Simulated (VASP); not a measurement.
# Sb (R-3m) in VASP: further runs

The runs below take Sb through single point, relaxation of cell and atoms, with PBE.

Everything below comes from runs of VASP 6.6.1. Logs are shortened: lines on timing, memory, paths and dates and some standing lists are left out, and cuts for length are marked.

### 1 The cell of the first run

It takes space group R-3m (No. 166, trigonal). The conventional cell has a = 4.337 Å, b = 4.337 Å, c = 11.138 Å, α = 90.00°, β = 90.00°, γ = 120.00°. Within 3.9 Å of Sb (site symmetry 3m) lie 6 Sb at 2.93 to 3.33 Å.

### 2 Single point, PBE

The input, INCAR:

```
ALGO = Normal
EDIFF = 1E-7
ENCUT = 520
GGA = PE
ISIF = 2
ISMEAR = -1
LASPH = True
LCHARG = False
LREAL = False
LWAVE = False
NBANDS = 12
NELM = 80
PREC = Accurate
SIGMA = 0.05
```

The input, KPOINTS:

```
k-points
0
Gamma
  8 8 8
```

The input, POSCAR:

```
Sb
1.0
    2.1685641800      1.2520211131      3.7127815504
   -2.1685641800      1.2520211131      3.7127815504
    0.0000000000     -2.5040422262      3.7127815504
Sb
2
Direct
    0.7648847118      0.7648847118      0.7648847118
    0.2351152882      0.2351152882      0.2351152882
```

Potentials or basis: VASP PAW PBE potentials, release 64 (Sb).

Started as:

```bash
$ cat potpaw_PBE.64/Sb/POTCAR > POTCAR
$ mpirun -np 1 vasp_std > vasp.out
```

OUTCAR:

```text
EDIFF = 1E-7
   ENCUT = 520
   GGA = PE
   ISIF = 2
   ISMEAR = -1
   LASPH = True
   LREAL = False
   NELM = 80
   PREC = Accurate

 ion  position               nearest neighbor table
   1  0.765  0.765  0.765-   2 2.93   2 2.93   2 2.93   2 3.33   2 3.33   2 3.33
   2  0.235  0.235  0.235-   1 2.93   1 2.93   1 2.93   1 3.33   1 3.33   1 3.33

  LATTYP: Found a trigonal (rhomboedric) cell.
 ALAT       =     4.4782780520
 COS(alpha) =     0.5310220268

  Lattice vectors:

 A1 = (   2.1685641800,   1.2520211131,   3.7127815504)
 A2 = (  -2.1685641800,   1.2520211131,   3.7127815504)
 A3 = (   0.0000000000,  -2.5040422262,   3.7127815504)

Analysis of symmetry for initial positions (statically):
=====================================================================
 Subroutine PRICEL returns:
 Original cell was already a primitive cell.

 Routine SETGRP: Setting up the symmetry group for a
 trigonal (rhombohedral) supercell.

 Subroutine GETGRP returns: Found 12 space group operations
 (whereof 12 operations were pure point group operations)
 out of a pool of 12 trial point group operations.

The static configuration has the point symmetry D_3d.

Analysis of symmetry for dynamics (positions and initial velocities):
=====================================================================
 Subroutine PRICEL returns:
 Original cell was already a primitive cell.

 Routine SETGRP: Setting up the symmetry group for a
 trigonal (rhombohedral) supercell.

 Subroutine GETGRP returns: Found 12 space group operations
 (whereof 12 operations were pure point group operations)
 out of a pool of 12 trial point group operations.

The dynamic configuration has the point symmetry D_3d.

 Subroutine INISYM returns: Found 12 space group operations
 (whereof 12 operations are pure point group operations),
 and found     1 'primitive' translations

----------------------------------------------------------------------------------------

                                     Primitive cell

  volume of cell :      60.4832

  direct lattice vectors                    reciprocal lattice vectors
     2.168564180  1.252021113  3.712781550     0.230567306  0.133118096  0.089779948
    -2.168564180  1.252021113  3.712781550    -0.230567306  0.133118096  0.089779948
     0.000000000 -2.504042226  3.712781550     0.000000000 -0.266236192  0.089779948

  length of vectors
     4.478278052  4.478278052  4.478278052     0.280966455  0.280966455  0.280966455

  position of ions in fractional coordinates (direct lattice)
     0.764884712  0.764884712  0.764884712
     0.235115288  0.235115288  0.235115288

  ion indices of the primitive-cell ions
   primitive index   ion index
                 1           1
                 2           2

----------------------------------------------------------------------------------------

 KPOINTS: k-points

Automatic generation of k-mesh.
 Grid dimensions read from file:
 generate k-points for:    8    8    8

 Generating k-lattice:

  Cartesian coordinates                     Fractional coordinates (reciprocal lattice)
     0.028820913  0.016639762  0.011222493     0.125000000  0.000000000 -0.000000000
    -0.028820913  0.016639762  0.011222493     0.000000000  0.125000000 -0.000000000
     0.000000000 -0.033279524  0.011222493    -0.000000000 -0.000000000  0.125000000

  Length of vectors
     0.035120807  0.035120807  0.035120807

  Shift w.r.t. Gamma in fractional coordinates (k-lattice)
     0.000000000  0.000000000  0.000000000

 Subroutine IBZKPT returns following result:
 ===========================================

 Found     65 irreducible k-points:

 Following reciprocal coordinates:
            Coordinates               Weight
  0.000000  0.000000  0.000000      1.000000
  0.125000  0.000000  0.000000      6.000000
  0.250000  0.000000  0.000000      6.000000
  0.375000  0.000000  0.000000      6.000000
  0.500000  0.000000  0.000000      3.000000
  0.125000  0.125000  0.000000      6.000000
[... 16 lines left out ...]
  0.250000  0.125000  0.125000      6.000000
[... 50 lines left out ...]
      6       8.5107      0.00000
      7       8.6455      0.00000
      8       8.6529      0.00000
      9      12.1909      0.00000
     10      12.8236      0.00000
     11      13.1992      0.00000
     12      16.9627      0.00000

 k-point     4 :       0.3750    0.0000    0.0000
  band No.  band energies     occupation
      1      -3.9109      2.00000
      2      -1.2810      2.00000
      3       5.4040      2.00000
      4       5.4992      2.00000
      5       6.5818      2.00000
      6       7.6379      0.00198
      7       7.8329      0.00004
      8       7.9037      0.00001
      9      13.4893      0.00000
     10      14.2516      0.00000
     11      14.6558      0.00000
     12      17.4178      0.00000

 k-point     5 :       0.5000    0.0000    0.0000
  band No.  band energies     occupation
      1      -3.0469      2.00000
      2      -2.3992      2.00000
      3       5.4319      2.00000
      4       5.6053      2.00000
      5       6.9446      1.99808
      6       7.0571      1.98193
      7       7.4758      0.04939
      8       7.6123      0.00330
      9      15.0132      0.00000
     10      15.6730      0.00000
     11      16.2110      0.00000
     12      16.2381      0.00000
[... 228 lines left out ...]
      1      -3.0544      2.00000
      2      -0.6730      2.00000
      3       1.7770      2.00000
      4       3.5298      2.00000
      5       3.5687      2.00000
      6       8.8578      0.00000
      7      12.2150      0.00000
      8      12.6791      0.00000
      9      14.2217      0.00000
     10      15.9627      0.00000
     11      17.3144      0.00000
     12      17.8997      0.00000

 k-point    22 :       0.1250    0.1250    0.1250
  band No.  band energies     occupation
      1      -5.2661      2.00000
      2       1.6772      2.00000
      3       5.4652      2.00000
      4       5.4652      2.00000
      5       5.7784      2.00000
      6       9.3186      0.00000
      7       9.4860      0.00000
      8       9.4860      0.00000
      9      12.0533      0.00000
     10      12.4458      0.00000
     11      12.4458      0.00000
     12      14.7401      0.00000

 k-point    23 :       0.2500    0.1250    0.1250
  band No.  band energies     occupation
      1      -5.0002      2.00000
      2       0.9215      2.00000
      3       4.5162      2.00000
      4       5.8203      2.00000
      5       6.6957      1.99999
      6       8.4054      0.00000
      7       8.4105      0.00000
      8      10.2864      0.00000
      9      11.9534      0.00000
     10      12.4254      0.00000
     11      13.3712      0.00000
     12      14.6742      0.00000

 k-point    24 :       0.3750    0.1250    0.1250
  band No.  band energies     occupation
      1      -4.4059      2.00000
      2      -0.2972      2.00000
      3       3.9704      2.00000
      4       5.8148      2.00000
      5       7.3124      0.79810
      6       7.4434      0.09239
      7       7.7820      0.00011
      8      10.3457      0.00000
      9      12.2156      0.00000
     10      13.1383      0.00000
     11      14.6376      0.00000
     12      16.1041      0.00000

 [... further k-points ...]
[... 5 lines left out ...]
  --------------------------------------------------------------------------------------
  -------------------------------------------------------------------------------------
  Total        0.7817035      0.7817035      0.7594043      0.0000000      0.0000000     -0.0000000
  in kB       20.7070430     20.7070430     20.1163452      0.0000000      0.0000000     -0.0000000
  external PRESSURE =      20.5101437 kB  Pullay stress =       0.0000000 kB

 VOLUME and BASIS-vectors are now :
 -----------------------------------------------------------------------------
  energy-cutoff  :      520.00
  volume of cell :       60.48
      direct lattice vectors                 reciprocal lattice vectors
     2.168564180  1.252021113  3.712781550     0.230567306  0.133118096  0.089779948
    -2.168564180  1.252021113  3.712781550    -0.230567306  0.133118096  0.089779948
     0.000000000 -2.504042226  3.712781550     0.000000000 -0.266236192  0.089779948

 POSITION                                       TOTAL-FORCE (eV/Angst)
 -----------------------------------------------------------------------------------
      0.00000      0.00000      8.51955         0.000000     -0.000000     -0.034243
      0.00000      0.00000      2.61880         0.000000      0.000000      0.034243
 -----------------------------------------------------------------------------------
    total drift:                                0.000000      0.000000     -0.000000

  FREE ENERGIE OF THE ION-ELECTRON SYSTEM (eV)
  ---------------------------------------------------
  free  energy   TOTEN  =        -8.2646722054 eV

  energy  without entropy=       -8.2619127038  energy(sigma->0) =       -8.26329245
```

Wall time 22 s (1 thread of Intel Xeon Platinum 8559C (Emerald Rapids), shared host); peak memory 0.21 GiB.

What came out:

```yaml
Free_energy: -8.2647 eV
Pressure: 2.1 GPa
Largest_force: 0.034 eV/Å
Band_gap_on_the_k_mesh: zero (band 5 reaches 7.31 eV, above the bottom of band 6 at 7.06 eV)
```

Forces on the atoms (eV/Å):
```
Sb   0.000  0.000 -0.034
Sb   0.000  0.000  0.034
```

Levels at points of the mesh, in eV from the Fermi level:
| k point | band 2 | band 3 | band 4 | band 5 | band 6 | band 7 | band 8 | band 9 |
| --- | --- | --- | --- | --- | --- | --- | --- | --- |
| (0.00, 0.00, 0.00) | -4.83 | -2.01 | -1.86 | -1.86 | 2.18 | 2.71 | 2.71 | 4.94 |
| (0.50, 0.00, 0.00) | -9.69 | -1.86 | -1.69 | -0.35 | -0.23 | 0.18 | 0.32 | 7.72 |
| (0.50, 0.50, 0.00) | -7.96 | -5.51 | -3.76 | -3.72 | 1.57 | 4.92 | 5.39 | 6.93 |
| (0.50, 0.50, 0.50) | -9.08 | -1.33 | -1.33 | -0.55 | -0.04 | -0.04 | 0.93 | 7.14 |

Caveat: spin-orbit coupling is left out, which moves the levels of the heavy elements.

### 3 Single point, PBE

This run uses another cell than the first one, of 31.93 Å³/atom, 1.056 times its volume.

The input, INCAR:

```
PREC = Accurate
ENCUT = 520
EDIFF = 1E-7
ISMEAR = -1
SIGMA = 0.05
LREAL = F
LASPH = T
NELM = 80
ALGO = Normal
ISIF = 2
LWAVE = F
LCHARG = F
GGA = PE
NBANDS = 12
```

The input, KPOINTS:

```
regular mesh
0
Gamma
  8 8 8
```

The input, POSCAR:

```
Sb
1.0
    2.1893655754      1.2640308043      3.8454313014
   -2.1893655754      1.2640308043      3.8454313014
    0.0000000000     -2.5280616086      3.8454313014
Sb
2
Direct
    0.7676637615      0.7676637615      0.7676637615
    0.2323362385      0.2323362385      0.2323362385
```

Potentials or basis: VASP PAW PBE potentials, release 64 (Sb).

Started as:

```bash
$ cat potpaw_PBE.64/Sb/POTCAR > POTCAR
$ mpirun -np 1 vasp_std > vasp.out
```

Wall time 25 s (1 thread of Intel Xeon Platinum 8559C (Emerald Rapids), shared host); peak memory 0.22 GiB.

Results (log left out):

* Free energy: -8.2830 eV
* Pressure: 0.0 GPa
* Largest force: 0.034 eV/Å
* Band gap on the k mesh: zero (band 5 reaches 6.67 eV, above the bottom of band 6 at 6.38 eV)

Forces in eV/Å, atoms in the order of the input:
```
Sb   0.000  0.000 -0.034
Sb   0.000  0.000  0.034
```

Levels at points of the mesh, in eV from the Fermi level:
```csv
k point,band 1,band 2,band 3,band 4,band 5,band 6,band 7,band 8,band 9,band 10
"(0.00, 0.00, 0.00)",-12.39,-5.13,-1.99,-1.76,-1.76,1.87,2.51,2.51,5.12,5.12
"(0.50, 0.00, 0.00)",-10.20,-9.44,-1.96,-1.85,-0.33,-0.29,0.19,0.59,7.37,7.95
"(0.50, 0.50, 0.00)",-10.21,-8.03,-5.14,-3.55,-3.49,1.58,4.59,5.27,6.40,8.50
"(0.50, 0.50, 0.50)",-11.04,-8.73,-1.33,-1.33,-0.64,0.20,0.20,1.04,6.74,8.46
```

Caveat: spin-orbit coupling is left out, which moves the levels of the heavy elements.

### 4 Relaxation of cell and atoms, PBE

The input, INCAR:

```
SYSTEM = Sb
PREC     = Accurate       ! precision mode
ENCUT    = 600            ! plane-wave cutoff, eV
EDIFF    = 1E-7           ! SCF threshold, eV
ISMEAR   = -1             ! smearing method
SIGMA    = 0.05           ! smearing width, eV
LREAL    = .FALSE.        ! projectors in reciprocal space
LASPH    = .TRUE.         ! aspherical terms in the spheres
NELM     = 80             ! most SCF steps
ALGO     = Normal         ! electronic algorithm
ISIF     = 3              ! what is computed and relaxed
LWAVE    = .FALSE.        ! write WAVECAR
LCHARG   = .FALSE.        ! write CHGCAR
GGA      = PE             ! functional
IBRION   = 2              ! ionic algorithm
NSW      = 60             ! ionic steps
EDIFFG   = -0.01          ! ionic threshold
```

The input, KPOINTS:

```
regular mesh
0
G
  8 8 8
  0 0 0
```

The input, POSCAR:

```
Sb
1.0
    2.1542000000      1.2437279499      3.7580000000
   -2.1542000000      1.2437279499      3.7580000000
    0.0000000000     -2.4874558998      3.7580000000
Sb
2
Direct
    0.7665100000      0.7665100000      0.7665100000
    0.2334900000      0.2334900000      0.2334900000
```

Started as:

```bash
$ cat potpaw_PBE.64/Sb/POTCAR > POTCAR
$ mpirun -np 1 vasp_std > vasp.out
```

Run time: 88 s. Hardware: 1 thread of Intel Xeon Platinum 8559C (Emerald Rapids), shared host; peak memory 0.24 GiB.

Results (log left out):

```
Free energy                            : -8.2831 eV
Relaxed volume                         : 31.83 Å³/atom
Relaxed cell                           : a = 4.589 Å, b = 4.589 Å, c = 4.589 Å, α = 57.03°, β = 57.03°, γ = 57.03°
Space group after relaxing (to 0.05 Å) : R-3m (No. 166)
Energy gained by relaxing              : 12.6 meV/atom
Ionic steps                            : 8
Pressure after relaxing                : 0.0 GPa
Band gap on the k mesh                 : zero (band 5 reaches 6.70 eV, above the bottom of band 6 at 6.42 eV)
```

Forces in eV/Å, atoms in the order of the input:
```
Sb   0.000  0.000 -0.002
Sb   0.000  0.000  0.002
```

Step by step:
| step | energy change (eV) | largest force (eV/Å) | pressure (GPa) | volume (Å³) |
| --- | --- | --- | --- | --- |
| 1 | 0.0000 | 0.2010 | 2.76 | 60.41 |
| 2 | -0.0137 | 0.2461 | -1.49 | 65.08 |
| 3 | -0.0240 | 0.0810 | 0.05 | 63.15 |
| 4 | -0.0245 | 0.0570 | 0.04 | 63.27 |
| 5 | -0.0249 | 0.0142 | 0.02 | 63.48 |
| 6 | -0.0250 | 0.0015 | 0.01 | 63.54 |
| 7 | -0.0251 | 0.0000 | 0.01 | 63.59 |
| 8 | -0.0252 | 0.0024 | 0.02 | 63.66 |

Final structure:
```
Sb
1.0
     2.19077    1.26484    3.82901
    -2.19077    1.26484    3.82901
     0.00000   -2.52968    3.82901
Sb
2
Direct
  0.76719 0.76719 0.76719
  0.23281 0.23281 0.23281
```

Levels at points of the mesh, in eV from the Fermi level:
```csv
k point,band 1,band 2,band 3,band 4,band 5,band 6,band 7,band 8,band 9
"(0.00, 0.00, 0.00)",-12.39,-5.11,-1.98,-1.77,-1.77,1.92,2.54,2.54,5.10
"(0.50, 0.00, 0.00)",-10.19,-9.45,-1.93,-1.81,-0.33,-0.28,0.19,0.55,7.42
"(0.50, 0.50, 0.00)",-10.21,-8.01,-5.17,-3.56,-3.50,1.60,4.62,5.26,6.43
"(0.50, 0.50, 0.50)",-11.00,-8.76,-1.32,-1.32,-0.63,0.17,0.17,1.01,6.80
```

Caveat: spin-orbit coupling is left out, which moves the levels of the heavy elements. PBE usually gives volumes a little too large and moduli too small.

### 5 Relaxation of cell and atoms, PBE, target pressure 2 GPa, at which the enthalpy is minimised

The input, INCAR:

```
SYSTEM = Sb
  PREC = Accurate
  ENCUT = 600
  EDIFF = 1E-7
  ISMEAR = -1
  SIGMA = 0.05
  LREAL = .False.
  LASPH = .True.
  NELM = 80
  ALGO = Normal
  ISIF = 3
  LWAVE = .False.
  LCHARG = .False.
  GGA = PE
  IBRION = 2
  NSW = 60
  EDIFFG = -0.01
  PSTRESS = 20.0
```

The input, KPOINTS:

```
Automatic mesh
0
Gamma
  8 8 8
  0 0 0
```

POSCAR is that of step 4.

Started as:

```bash
$ cat potpaw_PBE.64/Sb/POTCAR > POTCAR
$ mpirun -np 1 vasp_std > vasp.out
```

Run time: 85 s. Hardware: 1 thread of Intel Xeon Platinum 8559C (Emerald Rapids), shared host; peak memory 0.22 GiB.

It converged, with:

```
Free energy                                            : -8.2637 eV
Relaxed volume                                         : 30.19 Å³/atom
Relaxed cell                                           : a = 4.471 Å, b = 4.471 Å, c = 4.471 Å, α = 58.05°, β = 58.05°, γ = 58.05°
Space group after relaxing (to 0.05 Å)                 : R-3m (No. 166)
Energy change on relaxing (the enthalpy is what falls) : -2.9 meV/atom
Ionic steps                                            : 9
Pressure after relaxing                                : 2.0 GPa
Band gap on the k mesh                                 : zero (band 5 reaches 7.33 eV, above the bottom of band 6 at 7.08 eV)
```

The path:
| step | energy change (eV) | largest force (eV/Å) | pressure (GPa) | volume (Å³) |
| --- | --- | --- | --- | --- |
| 1 | 0.0000 | 0.2010 | 2.76 | 60.41 |
| 2 | -0.0180 | 0.0011 | 1.21 | 61.68 |
| 3 | -0.0133 | 0.0714 | 1.76 | 61.21 |
| 4 | -0.0117 | 0.0526 | 1.83 | 60.99 |
| 5 | -0.0050 | 0.0002 | 2.07 | 60.33 |
| 6 | -0.0068 | 0.0152 | 1.90 | 60.47 |
| 7 | -0.0060 | 0.0081 | 1.98 | 60.40 |
| 8 | -0.0060 | 0.0086 | 1.98 | 60.40 |
| 9 | -0.0058 | 0.0020 | 2.00 | 60.39 |

Final structure:
```
Sb
1.0
     2.16952    1.25257    3.70369
    -2.16952    1.25257    3.70369
     0.00000   -2.50515    3.70369
Sb
2
Direct
  0.76442 0.76442 0.76442
  0.23558 0.23558 0.23558
```

Levels at points of the mesh, in eV from the Fermi level:
| k point | band 3 | band 4 | band 5 | band 6 | band 7 | band 8 |
| --- | --- | --- | --- | --- | --- | --- |
| (0.00, 0.00, 0.00) | -2.00 | -1.85 | -1.85 | 2.23 | 2.74 | 2.74 |
| (0.50, 0.00, 0.00) | -1.82 | -1.65 | -0.35 | -0.22 | 0.19 | 0.29 |
| (0.50, 0.50, 0.00) | -5.53 | -3.76 | -3.72 | 1.59 | 4.94 | 5.38 |
| (0.50, 0.50, 0.50) | -1.31 | -1.31 | -0.53 | -0.06 | -0.06 | 0.90 |

Caveat: the cell is relaxed towards a set pressure, so the enthalpy falls and the energy may rise; spin-orbit coupling is left out, which moves the levels of the heavy elements.

### 6 Summary

| task | cell | cutoff (eV) | gap on the mesh (eV) | pressure (GPa) | largest force (eV/Å) |
| --- | --- | --- | --- | --- | --- |
| single point | a = 4.478 Å, angles 57.9°, 2 atoms | 520 | none | 2.1 | 0.03 |
| single point | a = 4.602 Å, angles 56.8°, 2 atoms | 520 | none | 0.0 | 0.03 |
| relaxation of cell and atoms | relaxed from a = 4.507 Å, angles 57.1°, 2 atoms | 600 | none | 0.0 | - |
| relaxation of cell and atoms | relaxed to 2 GPa from a = 4.507 Å, angles 57.1°, 2 atoms | 600 | none | 2.0 | - |

Alike in all rows: level PBE; potentials or basis VASP PAW PBE potentials, release 64 (Sb); no spin polarisation; k mesh 8 × 8 × 8; smearing fermi-dirac 0.05 eV.

Caveats: spin-orbit coupling is left out, which moves the levels of the heavy elements; the cell is relaxed towards a set pressure, so the enthalpy falls and the energy may rise (some runs).

Total energies depend on the potentials used, so only differences within one code and one set of settings carry meaning.
